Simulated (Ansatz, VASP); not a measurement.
**Two plane-wave programs on KF**

```
K F
1.0
     0.00000    2.93540    2.93540
     2.93540    0.00000    2.93540
     2.93540    2.93540    0.00000
K F
1 1
Direct
  0.00000 0.00000 0.00000
  0.25000 0.25000 0.25000
```

Alike in both runs: task single point; functional PBE-based screened hybrid with a share of 0.35 of exact exchange and HFSCREEN = 0.5; k mesh 4 × 4 × 4; no spin polarisation.

|  | VASP | Ansatz |
| --- | --- | --- |
| version | VASP 6.6.1 | Ansatz 0.2.0 |
| potentials or method | VASP PAW PBE potentials, release 64 (K_sv, F) | plane waves |
| plane-wave cutoff (eV) | 520 | 420 |
| occupations | gaussian, width 0.01 eV | fixed |
| valence electrons in the cell | 16 | 16 |

```csv
,VASP,Ansatz,Ansatz less VASP
gap on the k mesh at the Fermi level (eV),6.78,6.79,+0.013
pressure (GPa),0.3,0.2,-0.11
```

VASP's potentials were made for PBE, not for PBE-based screened hybrid. Ansatz's warnings: stress exchange threshold loose, stress scf threshold loose.

The k mesh is coarse, so the values compare programs but aren't converged.
